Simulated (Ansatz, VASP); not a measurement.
## Ge in VASP and in Ansatz

Contents of INCAR:

```
  ALGO = Normal
  EDIFF = 1E-6
  EDIFFG = -0.01
  ENCUT = 600
  GGA = PS
  IBRION = 2
  ISIF = 3
  ISMEAR = -1
  IVDW = 13
  LASPH = T
  LCHARG = F
  LREAL = F
  LWAVE = F
  NELM = 60
  NSW = 60
  PREC = Accurate
  SIGMA = 0.05
```

File KPOINTS:

```
k-points
0
Gamma
  8 8 4
```

The input POSCAR:

```
Ge
1.0
    3.9975858431      0.0000000000      0.0000000000
   -1.9987929216      3.4620108940      0.0000000000
    0.0000000000      0.0000000000      6.5993779500
Ge
4
Direct
    0.3333333333      0.6666666667      0.9370987500
    0.6666666667      0.3333333333      0.4370987500
    0.3333333333      0.6666666667      0.5629012500
    0.6666666667      0.3333333333      0.0629012500
```

File input.yaml:

```yaml
crystal:
  lattice:
    - [3.9975858431, 0.0, 0.0]
    - [-1.9987929216, 3.462010894, 0.0]
    - [0.0, 0.0, 6.59937795]
  atoms:
    - { symbol: Ge, position: [0.3333333333, 0.6666666667, 0.93709875] }
    - { symbol: Ge, position: [0.6666666667, 0.3333333333, 0.43709875] }
    - { symbol: Ge, position: [0.3333333333, 0.6666666667, 0.56290125] }
    - { symbol: Ge, position: [0.6666666667, 0.3333333333, 0.06290125] }
hamiltonian:
  xc: pbesol
  pseudopotentials: { kind: paw }
  dispersion: d4
kpoints:
  mp_grid: { grid: [8, 8, 4] }
scf:
  occupations: { method: fermi_dirac, width: 0.05 }
output:
  forces: true
  stress: true
  eigenvalues: true
  write_density: true
  write_potential: true
  elf: true
  volumetric_format: npy
relax:
  f_tol: 0.01
  max_steps: 40
  cell: { stress_tol: 0.05 }
```

Alike in both runs: task relaxation of cell and atoms; functional PBEsol; dispersion D4; k mesh 8 × 8 × 4; occupations fermi-dirac, width 0.05 eV; no spin polarisation.

|  | VASP | Ansatz |
| --- | --- | --- |
| version | VASP 6.6.1 | Ansatz 0.2.0 |
| potentials or method | VASP PAW PBE potentials, release 64 (Ge_d) | Ansatz PAW |
| plane-wave cutoff (eV) | 600 | 420 |
| valence electrons in the cell | 56 | 56 |

|  | VASP | Ansatz | Ansatz less VASP |
| --- | --- | --- | --- |
| gap on the k mesh at the Fermi level, each at its own relaxed structure (eV) | none | none | - |
| relaxed volume (Å³/atom) | 22.40 | 22.40 | +0.002 |
| relaxed cell length with the largest relative difference (Å) | 3.975 | 3.975 | +0.0003 |

VASP's potentials were made for PBE, not for PBEsol. A gap of «none» marks a metal or a gap that the smearing closes.

Noted on Ansatz's run: the plane-wave basis is chosen anew once the cell has moved, so the energies of steps on either side of that aren't comparable.
